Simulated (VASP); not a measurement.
Here is a VASP 6.6.1 calculation.

INCAR

```
SYSTEM = W
PREC = Accurate ; ENCUT = 520
EDIFF = 1E-6 ; ISMEAR = 1
SIGMA = 0.03 ; LREAL = .FALSE.
LASPH = .TRUE. ; NELM = 80
ALGO = Normal ; ISIF = 2
LWAVE = .FALSE. ; LCHARG = .FALSE.
GGA = CA ; NBANDS = 13
```

KPOINTS

```
Automatic mesh
0
G
  14 14 14
  0 0 0
```

The input POSCAR:

```
W
1.0
   -1.5676867250      1.5676867250      1.5676867250
    1.5676867250     -1.5676867250      1.5676867250
    1.5676867250      1.5676867250     -1.5676867250
W
1
Direct
    0.0000000000      0.0000000000      0.0000000000
```

Potentials or basis: VASP PAW LDA potentials, release 64 (W_sv).

Command:

```sh
$ cat potpaw_LDA.64/W_sv/POTCAR > POTCAR
$ mpirun -np 1 vasp_std > vasp.out
```

Question: What does it give for the pressure?

Answer: 1.8 GPa.

Question: Predict the band gap on the k mesh.

Answer: Zero (band 7 reaches 17.09 eV, above the bottom of band 8 at 10.43 eV).

Caveat: spin-orbit coupling is left out, which moves the levels of the heavy elements.
